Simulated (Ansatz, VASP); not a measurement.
**NaCl in VASP and in Ansatz**

```xyz
2
Lattice="2.8016 0.0000 0.0000 0.0000 2.8016 0.0000 0.0000 0.0000 2.8016" Properties=species:S:1:pos:R:3 pbc="T T T"
Na    0.0000    0.0000    0.0000
Cl    1.4008    1.4008    1.4008
```

Change from the starting cell: volume scaled by 0.94.

Alike in both runs: task single point; functional PBEsol; k mesh 9 × 9 × 9; occupations fermi-dirac, width 0.03 eV; no spin polarisation.

```csv
,VASP,Ansatz
version,VASP 6.6.1,Ansatz 0.2.0
potentials or method,"VASP PAW PBE potentials, release 64 (Na_pv, Cl), cutoff 520 eV","all-electron LAPW, scalar-relativistic"
```

|  | VASP | Ansatz | Ansatz less VASP |
| --- | --- | --- | --- |
| gap on the k mesh at the Fermi level (eV) | 4.31 | 4.25 | -0.060 |
| pressure (GPa) | 77.0 | 76.1 | -0.89 |

VASP's potentials were made for PBE, not for PBEsol. Both programs put the cell under a high pressure, so it lies far from rest at this level. Ansatz ran all-electron here, and VASP with PAW potentials.

Noted on VASP's run: the cell as given lies far from equilibrium.
